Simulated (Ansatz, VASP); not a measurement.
## Two plane-wave programs on Bi

```
Bi
1.0
     2.26268    1.30636    3.87276
    -2.26268    1.30636    3.87276
     0.00000   -2.61271    3.87276
Bi
2
Cartesian
  0.0000 0.0000 2.7586
  0.0000 0.0000 8.8596
```

Alike in both runs: task electric field gradients; functional PBEsol; k mesh 12 × 12 × 12; occupations fermi-dirac, width 0.15 eV; no spin polarisation.

|  | VASP | Ansatz |
| --- | --- | --- |
| version | VASP 6.6.1 | Ansatz 0.2.0 |
| potentials or method | VASP PAW PBE potentials, release 64 (Bi_d), cutoff 520 eV | scalar-relativistic, plane waves, PAW |
| valence electrons in the cell | 30 | 30 |

Ansatz gave:

```
gap on the k mesh at the Fermi level (eV)            : none
pressure (GPa)                                       : 0.0
rms of the force components (eV/Å)                   : 0.000
size of Vzz on the site where it differs most (V/Å²) : 17.2
```

What did VASP give for the same quantities?

gap on the k mesh at the Fermi level (eV): none; pressure (GPa): -0.1; rms of the force components (eV/Å): 0.003; size of Vzz on the site where it differs most (V/Å²): 16.0.

VASP's potentials were made for PBE, not for PBEsol. Atom by atom the forces differ by 0.003 eV/Å (rms over components). A gap of «none» marks a metal or a gap that the smearing closes. The functional is the same, so the differences come from potentials, cutoffs and numerics.

Spin-orbit coupling is off throughout.
